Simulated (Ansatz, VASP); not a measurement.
**Two plane-wave programs on W**

Contents of INCAR:

```
SYSTEM = W
PREC = Accurate
ENCUT = 600
EDIFF = 1E-6
ISMEAR = 1
SIGMA = 0.1
LREAL = .False.
LASPH = .True.
NELM = 60
ALGO = Normal
ISIF = 3
LWAVE = .False.
LCHARG = .False.
GGA = PE
IBRION = 2
NSW = 60
EDIFFG = -0.005
```

The input KPOINTS:

```
regular mesh
0
Gamma
  24 24 24
  0 0 0
```

Contents of POSCAR:

```
W
1.0
   -1.5800000000      1.5800000000      1.5800000000
    1.5800000000     -1.5800000000      1.5800000000
    1.5800000000      1.5800000000     -1.5800000000
W
1
Direct
    0.0000000000      0.0000000000      0.0000000000
```

Input for Ansatz:

```yaml
crystal:
  lattice:
    - [-1.58, 1.58, 1.58]
    - [1.58, -1.58, 1.58]
    - [1.58, 1.58, -1.58]
  atoms:
    - { symbol: W, position: [0.0, 0.0, 0.0] }
kpoints:
  mp_grid: { grid: [24, 24, 24] }
scf:
  occupations: { method: cold, width: 0.1 }
hamiltonian:
  xc: pbe
  pseudopotentials: { kind: paw, azcp: { folder: soft_1 } }
output:
  forces: true
  stress: true
  populations: false
relax:
  f_tol: 0.005
  max_steps: 40
  cell: {}
```

Alike in both runs: task relaxation of cell and atoms; functional PBE; k mesh 24 × 24 × 24; no spin polarisation.

|  | VASP | Ansatz |
| --- | --- | --- |
| version | VASP 6.6.1 | Ansatz 0.2.0 |
| potentials or method | VASP PAW PBE potentials, release 64 (W_sv) | plane-wave PAW, scalar-relativistic |
| plane-wave cutoff (eV) | 600 | 420 |
| occupations | methfessel-paxton of order 1, width 0.1 eV | cold, width 0.1 eV |
| valence electrons in the cell | 14 | 14 |

VASP gave:

```
relaxed volume (Å³/atom)                                     : 16.17
relaxed cell length with the largest relative difference (Å) : 2.759
```

Estimate Ansatz's values.

relaxed volume (Å³/atom): 16.14; relaxed cell length with the largest relative difference (Å): 2.757.

Spin-orbit coupling is off throughout.
